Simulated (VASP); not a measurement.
# Si13P2Pt3Au2 in VASP: a series of runs

Si13P2Pt3Au2 is run at these levels: PBE; tasks: single point.

Program: VASP 6.6.1. These are calculated values, not measurements. Logs are shortened: lines on timing, memory, paths and dates and some standing lists are left out, and cuts for length are marked.

**1. The cell of the first run**

The cell holds a disordered packing, 20 atoms: a = 6.480 Å, b = 6.786 Å, c = 7.158 Å, α = 87.59°, β = 90.56°, γ = 90.05°.

**2. Single point, PBE**

File INCAR:

```
SYSTEM = Si13P2Pt3Au2
PREC = Accurate
ENCUT = 400
EDIFF = 1E-6
ISMEAR = -1
SIGMA = 0.081
LREAL = Auto
LASPH = .True.
NELM = 120
ALGO = Normal
ISIF = 2
LWAVE = .False.
LCHARG = .True.
GGA = PE
LELF = .True.
LVHAR = .True.
ISYM = -1
NBANDS = 73
GGA_COMPAT = .False.
```

File KPOINTS:

```
explicit points
1
Reciprocal
  0.25000000   0.25000000   0.25000000 1
```

File POSCAR:

```
Si13P2Pt3Au2
1.0
    6.4794480000     -0.0023350000     -0.0331270000
   -0.0023350000      6.7843160000      0.1466780000
   -0.0331270000      0.1466780000      7.1568870000
Si Pt P Au
13 3 2 2
Direct
    0.6018727073      0.3755656964      0.8837794997
    0.8612249746      0.5222686704      1.0804160350
    0.5442010729      0.9130760994      0.2550342870
    0.1404233050      0.9514885488      0.5013969573
    0.1129648993      0.4373545120      0.7544591529
    0.0009314086      0.1062664168      0.1872756841
    0.2066323672      0.4882683878      1.0971887470
    0.3778504803      0.6441195925      0.7860512370
    0.5304372966      0.3259569614      0.3722272101
    0.7708367070      0.1011623249      0.4892125892
    0.2063823552      0.9160326707      0.8967247895
    0.7407224579      0.6035974106      0.3695851914
    0.8769693901      0.1580679391      0.7932946651
    0.3911400110      0.1555927254      0.6699988788
    0.3907157699      0.1893212599      0.0756014420
    0.8167422211      0.8701025301      0.0412371078
    0.6145387992      0.8861287409      0.7576020462
    0.8884347969      0.7061929897      0.6316632083
    0.3467894295      0.6824047237      0.4355558965
    0.1155985890      0.3495220761      0.4152477516
```

Potentials or basis: VASP PAW PBE potentials, release 64 (Si, Pt, P, Au).

Launch:

```bash
$ cat potpaw_PBE.64/Si/POTCAR potpaw_PBE.64/Pt/POTCAR potpaw_PBE.64/P/POTCAR potpaw_PBE.64/Au/POTCAR > POTCAR
$ mpirun -np 1 vasp_std > vasp.out
```

OUTCAR:

```text
SYSTEM = Si13P2Pt3Au2
   PREC = Accurate
   ENCUT = 400
   EDIFF = 1E-6
   ISMEAR = -1
   LREAL = Auto
   LASPH = .True.
   NELM = 120
   ISIF = 2
   GGA = PE
   ISYM = -1

 ion  position               nearest neighbor table
   1  0.602  0.376  0.884-  15 2.29   8 2.41   2 2.42  13 2.43  14 2.57   7 3.11
   2  0.861  0.522  0.080-   7 2.25  12 2.31  16 2.38   1 2.42   5 2.94   6 3.03  20 3.09
   3  0.544  0.913  0.255-  19 2.37  16 2.37  15 2.43  12 2.56  10 2.59   9 2.96
   4  0.140  0.951  0.501-  19 2.33  14 2.47  18 2.49   6 2.60  10 2.60  20 2.75  11 2.86  13 3.09

   5  0.113  0.437  0.754-   8 2.23  13 2.44  18 2.46  20 2.52   7 2.56  14 2.72   2 2.94  19 3.16
                            15 3.31
   6  0.001  0.106  0.187-  16 2.28  20 2.48   4 2.60  10 2.64  15 2.71  11 2.84  13 2.93   7 2.96
                             2 3.03
   7  0.207  0.488  0.097-   2 2.25  15 2.37  20 2.50   5 2.56   8 2.68  19 2.94   6 2.96   9 3.04
                             1 3.11
   8  0.378  0.644  0.786-   5 2.23  17 2.25  11 2.33   1 2.41  19 2.52   7 2.68
   9  0.530  0.326  0.372-  10 2.31  12 2.32  15 2.51  14 2.55  20 2.71  19 2.75   3 2.96   7 3.04

  10  0.771  0.101  0.489-   9 2.31  13 2.32  17 2.58   3 2.59   4 2.60   6 2.64  14 2.82  20 2.84
                            18 2.93
  11  0.206  0.916  0.897-   8 2.33  14 2.55  15 2.58  16 2.75  13 2.77   6 2.84  17 2.85   4 2.86

  12  0.741  0.604  0.370-  18 2.23   2 2.31   9 2.32   3 2.56  19 2.66  16 2.95  20 2.99
  13  0.877  0.158  0.793-  10 2.32   1 2.43   5 2.44  17 2.53  16 2.62  11 2.77   6 2.93   4 3.09
                            14 3.26  20 3.34
  14  0.391  0.156  0.670-  17 2.39   4 2.47  11 2.55   9 2.55   1 2.57   5 2.72  10 2.82  20 2.83
                            15 2.92  13 3.26
  15  0.391  0.189  0.076-   1 2.29   7 2.37   3 2.43   9 2.51  11 2.58   6 2.71  14 2.92  20 3.25
                             5 3.31
  16  0.817  0.870  0.041-   6 2.28   3 2.37   2 2.38  17 2.40  13 2.62  11 2.75  12 2.95  18 3.22

  17  0.615  0.886  0.758-   8 2.25  18 2.36  14 2.39  16 2.40  13 2.53  10 2.58  11 2.85  19 3.23

  18  0.888  0.706  0.632-  12 2.23  17 2.36   5 2.46   4 2.49  10 2.93  16 3.22
  19  0.347  0.682  0.436-   4 2.33   3 2.37   8 2.52  12 2.66  20 2.72   9 2.75   7 2.94   5 3.16
                            17 3.23
  20  0.116  0.350  0.415-   6 2.48   7 2.50   5 2.52   9 2.71  19 2.72   4 2.75  14 2.83  10 2.84
                            12 2.99   2 3.09  15 3.25  13 3.34

IMPORTANT INFORMATION: All symmetrisations will be switched off!
NOSYMM: (Re-)initialisation of all symmetry stuff for point group C_1.

----------------------------------------------------------------------------------------

                                     Primitive cell

  volume of cell :     314.4600

  direct lattice vectors                    reciprocal lattice vectors
     6.479448000 -0.002335000 -0.033127000     0.154337797  0.000037691  0.000713609
    -0.002335000  6.784316000  0.146678000     0.000037691  0.147464145 -0.003022054
    -0.033127000  0.146678000  7.156887000     0.000713609 -0.003022054  0.139790793

  length of vectors
     6.479533103  6.785901817  7.158466551     0.154339451  0.147495113  0.139825276

  position of ions in fractional coordinates (direct lattice)
     0.601872707  0.375565696  0.883779500
     0.861224975  0.522268670  0.080416035
     0.544201073  0.913076099  0.255034287
     0.140423305  0.951488549  0.501396957
     0.112964899  0.437354512  0.754459153
     0.000931409  0.106266417  0.187275684
[... 12 lines left out ...]
     0.346789429  0.682404724  0.435555896
     0.115598589  0.349522076  0.415247752

  ion indices of the primitive-cell ions
   primitive index   ion index
                 1           1
                 2           2
                 3           3
                 4           4
                 5           5
                 6           6
[... 12 lines left out ...]
                19          19
                20          20

----------------------------------------------------------------------------------------

 KPOINTS: explicit points

Read explicit list of k-points.

 Found      1 k-points:

 Following reciprocal coordinates:
            Coordinates               Weight
  0.250000  0.250000  0.250000      1.000000
   k-points           NKPTS =      1   k-points in BZ     NKDIM =      1   number of bands    NBANDS=     73
   number of dos      NEDOS =    301   number of ions     NIONS =     20
   total plane-waves  NPLWV =  96768
   dimension x,y,z NGX =    42 NGY =   48 NGZ =   48
   dimension x,y,z NGXF=    84 NGYF=   96 NGZF=   96
   ions per type =              13   3   2   2
   NGX,Y,Z   is equivalent  to a cutoff of  10.78, 11.76, 11.15 a.u.
   NGXF,Y,Z  is equivalent  to a cutoff of  21.55, 23.52, 22.29 a.u.
 SYSTEM =  Si13P2Pt3Au2
   PREC   = accura    normal or accurate (medium, high low for compatibility)
   ISTART =      0    job   : 0-new  1-cont  2-samecut
   ICHARG =      2    charge: 1-file 2-atom 10-const
   ISPIN  =      1    spin polarized calculation?
   LNONCOLLINEAR =      F non collinear calculations
   LSORBIT =      F    spin-orbit coupling
   LASPH  =      T    aspherical Exc in radial PAW
   ENCUT  =  400.0 eV  29.40 Ry    5.42 a.u.  10.57 11.07 11.67*2*pi/ulx,y,z
   NELM   =    120;   NELMIN=  2; NELMDL= -5     # of ELM steps
   EDIFF  = 0.1E-05   stopping-criterion for ELM
   LREAL  =      T    real-space projection
   EDIFFG = 0.1E-04   stopping-criterion for IOM
   NSW    =      0    number of steps for IOM
   IBRION =     -1    ionic relax: 0-MD 1-quasi-New 2-CG
   NFREE  =      0    steps in history (QN), initial steepest desc. (CG)
   ISIF   =      2    stress and relaxation
   ISYM   =     -1    0-nonsym 1-usesym 2-fastsym
   POTIM  = 0.5000    time-step for ionic-motion
   TEBEG  =    0.0;   TEEND  =   0.0 temperature during run
   PSTRESS=    0.0 pullay stress
   NELECT =     114.0000    total number of electrons
   NUPDOWN=      -1.0000    fix difference up-down
   EMIN   =  10.00;   EMAX   =-10.00  energy-range for DOS
   EFERMI =   0.00;   METHOD = LEGACY
   ISMEAR =    -1;   SIGMA  =   0.08  broadening in eV -4-tet -1-fermi 0-gaus
   EFERMI_NEDOS =   21; number of points for ismear=-14 and -15
   IALGO  =     38    algorithm
   IMIX   =      4    mixing-type and parameters
     AMIX     =   0.40;   BMIX     =  1.00
     AMIX_MAG =   1.60;   BMIX_MAG =  1.00
  volume/ion in A,a.u.               =      15.72       106.10
  Fermi-wavevector in a.u.,A,eV,Ry     =   1.167315  2.205905 18.539620  1.362624
  Thomas-Fermi vector in A             =   2.303816
   LORBIT       =      0    0 simple, 1 ext, 2 COOP (PROOUT), +10 PAW based schemes
   GGA     = PE    functional components
   LHFCALC =     F    Hartree Fock is set to
   AEXX    =    0.0000 exact exchange contribution
   IVDW    =     0    specifies the selected vdW correction
   LEPSILON=     F    determine dielectric tensor
   LRPA    =     F    only Hartree local field effects (RPA)
 non-spin polarized calculation
  energy-cutoff  :      400.00
  volume of cell :      314.46
 maximum number of plane-waves:      5713
 NGX is ok and might be reduce to    42
   NGX = 21   NGY = 23   NGZ = 23

 number of electron     113.9999998 magnetization

 Free energy of the ion-electron system (eV)
  ---------------------------------------------------
  ext. energy  EPLUGINS =         0.00000000
  ---------------------------------------------------
  free energy    TOTEN  =      -103.95458896 eV

  energy without entropy =     -103.88998133  energy(sigma->0) =     -103.92228515

 E-fermi :   9.5024     XC(G=0): -11.2895

 val. band max:        9.2599412477   @ k =   0.2500   0.2500   0.2500
 cond. band min:       9.7462435999   @ k =   0.2500   0.2500   0.2500
 fundamental gap:      0.4863023521
 Fermi energy:         9.5023627170

 k-point     1 :       0.2500    0.2500    0.2500
  band No.  band energies     occupation
      1      -4.4451      2.00000
      2      -2.7678      2.00000
      3      -2.5616      2.00000
      4      -1.9201      2.00000
      5      -1.0016      2.00000
      6      -0.8219      2.00000
[... 61 lines left out ...]
     68      12.2773      0.00000
     69      12.3753      0.00000
 [bands above 69 left out]

------------------------ aborting loop because EDIFF is reached ----------------------------------------

  FORCE on cell =-STRESS in cart. coord.  units (eV):
  Direction    XX          YY          ZZ          XY          YZ          ZX
  --------------------------------------------------------------------------------------
  -------------------------------------------------------------------------------------
  Total       25.7745294     22.6025243     14.4838484     -1.8172860      6.8436192      1.1554905
  in kB      131.3215115    115.1601103     73.7953672     -9.2590924     34.8683150      5.8872368
  external PRESSURE =     106.7589963 kB  Pullay stress =       0.0000000 kB

 VOLUME and BASIS-vectors are now :
 -----------------------------------------------------------------------------
  energy-cutoff  :      400.00
  volume of cell :      314.46
      direct lattice vectors                 reciprocal lattice vectors
     6.479448000 -0.002335000 -0.033127000     0.154337797  0.000037691  0.000713609
    -0.002335000  6.784316000  0.146678000     0.000037691  0.147464145 -0.003022054
    -0.033127000  0.146678000  7.156887000     0.000713609 -0.003022054  0.139790793

 POSITION                                       TOTAL-FORCE (eV/Angst)
 -----------------------------------------------------------------------------------
      3.86965      2.67618      6.36026         0.610912      0.648903     -0.225193
      5.57638      3.55302      0.62360        -0.720164     -0.217319     -0.695312
      3.51554      6.23073      1.94115         0.700870      0.663401     -0.800152
      0.89103      6.52841      3.72335        -0.779009      0.095131      0.315488
      0.70594      3.07755      5.45999        -1.137662     -1.453223     -0.818628
     -0.00042      0.74841      1.35587         1.252535      0.374572      0.459355
[... 12 lines left out ...]
      2.23098      4.69273      3.20583         0.549785     -1.123821     -0.930492
      0.73444      2.43191      3.01932        -0.665837      0.400578      0.377266
 -----------------------------------------------------------------------------------
    total drift:                               -0.002993     -0.006803      0.000914

  FREE ENERGIE OF THE ION-ELECTRON SYSTEM (eV)
  ---------------------------------------------------
  free  energy   TOTEN  =      -103.9545889638 eV

  energy  without entropy=     -103.8899813339  energy(sigma->0) =     -103.92228515
```

It took 33 s on 1 thread of Intel Xeon Platinum 8375C at 2.90GHz (Ice Lake), shared host; peak memory 0.29 GiB.

Results:

* Free energy: -103.9546 eV
* Pressure: 10.7 GPa
* Largest force: 2.480 eV/Å

Forces in eV/Å, atoms in the order of the input:
```
Si   0.611  0.649 -0.225
Si  -0.720 -0.217 -0.695
Si   0.701  0.663 -0.800
Si  -0.779  0.095  0.315
Si  -1.138 -1.453 -0.819
Si   1.253  0.375  0.459
Si   1.094  0.618 -0.316
Si   0.928 -0.285  0.300
Si  -0.941 -0.241 -0.407
Si   0.145 -0.641  0.220
Si  -1.371  1.099  0.512
Si  -0.104  0.273 -0.198
Si   0.256  0.084  0.537
Pt  -0.352  0.341  0.802
Pt  -1.562 -1.061  1.608
Pt   0.486  0.455 -0.944
P    1.667  0.084 -0.254
P   -0.056 -0.114  0.457
Au   0.550 -1.124 -0.930
Au  -0.666  0.401  0.377
```

Levels at points of the mesh, in eV from the Fermi level:
```csv
k point,band 53,band 54,band 55,band 56,band 57,band 58,band 59,band 60,band 61,band 62
"(0.25, 0.25, 0.25)",-1.38,-1.05,-0.84,-0.60,-0.24,0.24,0.55,0.64,1.10,1.16
```

Caveat: the atoms stand as in a frame of molecular dynamics; spin-orbit coupling is left out, which moves the levels of the heavy elements.

**3. Single point, PBE**

File INCAR:

```
SYSTEM = Si13P2Pt3Au2
PREC     = Accurate       ! precision mode
ENCUT    = 400            ! plane-wave cutoff, eV
EDIFF    = 1E-6           ! SCF threshold, eV
ISMEAR   = -1             ! smearing method
SIGMA    = 0.081          ! smearing width, eV
LREAL    = Auto         
LASPH    = .TRUE.         ! aspherical terms in the spheres
NELM     = 120            ! most SCF steps
ALGO     = Normal         ! electronic algorithm
ISIF     = 2              ! what is computed and relaxed
LWAVE    = .FALSE.        ! write WAVECAR
LCHARG   = .FALSE.        ! write CHGCAR
GGA      = PE             ! functional
ISYM     = -1           
NBANDS   = 73             ! bands
GGA_COMPAT= .FALSE.
```

KPOINTS is that of step 2.

File POSCAR:

```
Si13P2Pt3Au2
1.0
    6.4794480000     -0.0023350000     -0.0331270000
   -0.0023350000      6.7843160000      0.1466780000
   -0.0331270000      0.1466780000      7.1568870000
Si Pt P Au
13 3 2 2
Direct
    0.6263229300      0.4160957857      0.9438304813
    0.9092967443      0.5552681398      1.0851094412
    0.6658835967      0.9345606974      0.2613258016
    0.1620170522      0.9026872692      0.5739212839
    0.1144432320      0.4057216073      0.7408038896
    0.1013772677     -0.0104128065      0.2413755666
    0.2644485371      0.5347516594      1.0740755139
    0.4023037413      0.6276973365      0.7559845120
    0.5100604159      0.2875709259      0.3961259194
    0.8326597867      0.1071539820      0.5058889974
    0.2262441009      0.8929078668      0.9177392137
    0.7026577666      0.5925668708      0.3387815709
    0.8583767827      0.1747327641      0.8240023903
    0.3908016623      0.1583099860      0.6880005922
    0.4094254698      0.1580466227      0.1185438690
    0.8756704110      0.9068239354      0.0123301112
    0.6546729030      0.8907818422      0.7416323955
    0.8949142726      0.6877558817      0.6405827237
    0.3885984260      0.6576538535      0.4195572388
    0.0852331893      0.3235511629      0.3533228459
```

Potentials or basis: VASP PAW PBE potentials, release 64 (Si, Pt, P, Au).

Launch:

```bash
$ cat potpaw_PBE.64/Si/POTCAR potpaw_PBE.64/Pt/POTCAR potpaw_PBE.64/P/POTCAR potpaw_PBE.64/Au/POTCAR > POTCAR
$ mpirun -np 1 vasp_std > vasp.out
```

Run time: 33 s. Hardware: 1 thread of Intel Xeon Platinum 8375C at 2.90GHz (Ice Lake), shared host; peak memory 0.29 GiB.

It converged, with:

| Quantity | Value |
| --- | --- |
| Free energy | -104.8135 eV |
| Pressure | 11.7 GPa |
| Largest force | 3.900 eV/Å |

Forces in eV/Å, atoms in the order of the input:
```
Si  -1.451 -0.918 -0.831
Si   0.446 -0.486 -0.140
Si  -1.703  0.626  0.396
Si   0.233 -0.029 -0.158
Si  -0.021 -0.240 -0.669
Si   1.323  0.625  1.167
Si   0.705 -0.476  0.119
Si   0.715 -0.141  0.710
Si   0.457  0.256  0.628
Si  -0.450  0.463  0.121
Si   0.814  0.456 -0.278
Si   3.627 -0.488  1.348
Si  -0.103  2.237 -1.245
Pt   0.133 -0.129  1.285
Pt  -0.204  0.009 -0.819
Pt   0.284 -1.930 -0.003
P   -0.702 -0.484 -0.140
P   -0.433 -1.490 -1.224
Au  -3.809  0.547 -0.391
Au   0.139  1.593  0.122
```

Stress tensor (GPa, compression positive):
```
14.32 -0.69 -2.05
-0.69 11.70  1.74
-2.05  1.74  9.05
```

Levels at points of the mesh, in eV from the Fermi level:
```csv
k point,band 55,band 56,band 57,band 58,band 59,band 60
"(0.25, 0.25, 0.25)",-0.79,-0.53,-0.21,0.21,0.66,0.98
```

Caveat: the atoms stand as in a frame of molecular dynamics; spin-orbit coupling is left out, which moves the levels of the heavy elements.

(Continued in part 2 of 2.)
